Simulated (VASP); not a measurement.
Wanted: the native input for a VASP 6.6.1 run.

```
Task                   : relaxation of cell and atoms
Functional             : PBE
Potentials or basis    : VASP PAW PBE potentials, release 64 (B, W_sv)
Cutoff                 : 600 eV
k mesh                 : 10 × 10 × 10
Occupations            : gaussian, width 0.1 eV
Spin                   : no spin polarisation
Dipole correction      : no
Further INCAR settings : ALGO = Normal; EDIFF = 1e-06; IBRION = 2; EDIFFG = -0.01; NSW = 100; ISIF = 3
```

The structure of B5W3 lies in POSCAR:

```
B5W3
1.0
   -2.7259946250      2.7259946250      2.7259946250
    2.7259946250     -2.7259946250      2.7259946250
    2.7259946250      2.7259946250     -2.7259946250
B W
5 3
Direct
    0.0000000000      0.0000000000      0.0000000000
    0.0000000000      0.0000000000      0.5000000000
    0.0000000000      0.5000000000      0.0000000000
    0.5000000000      0.0000000000      0.0000000000
    0.5000000000      0.5000000000      0.5000000000
    0.0000000000      0.5000000000      0.5000000000
    0.5000000000      0.5000000000      0.0000000000
    0.5000000000      0.0000000000      0.5000000000
```

The cell was generated, and may not be a known phase.

One way to write it, as run:

INCAR

```
PREC = Accurate
ENCUT = 600
EDIFF = 1E-6
ISMEAR = 0
SIGMA = 0.1
LREAL = False
LASPH = True
NELM = 80
ALGO = Normal
ISIF = 3
LWAVE = False
LCHARG = False
GGA = PE
IBRION = 2
NSW = 100
EDIFFG = -0.01
```

KPOINTS

```
Automatic mesh
0
Gamma
  10 10 10
```

Potentials or basis: VASP PAW PBE potentials, release 64 (B, W_sv).

Launch:

```bash
$ cat potpaw_PBE.64/B/POTCAR potpaw_PBE.64/W_sv/POTCAR > POTCAR
$ mpirun -np 1 vasp_std > vasp.out
```

Results of the run:

```json
{"Relaxed volume": "10.14 Å³/atom", "Relaxed cell": "a = 4.723 Å, b = 4.723 Å, c = 4.723 Å, α = 109.47°, β = 109.47°, γ = 109.47°", "Space group after relaxing (to 0.1 Å)": "Im-3m (No. 229)", "Energy gained by relaxing": "0.0 meV/atom", "Ionic steps": "3", "Pressure after relaxing": "0.0 GPa", "Band gap on the k mesh": "zero (an odd number of electrons rules out a gap without spin polarisation)"}
```

Caveat: spin-orbit coupling is left out, which moves the levels of the heavy elements; an odd number of electrons without spin polarisation forces a metal; a magnetic or distorted state may lie lower.

Run time: 9.7 min on 1 thread of Intel Xeon 8259CL (shared host), peak memory 0.32 GiB.
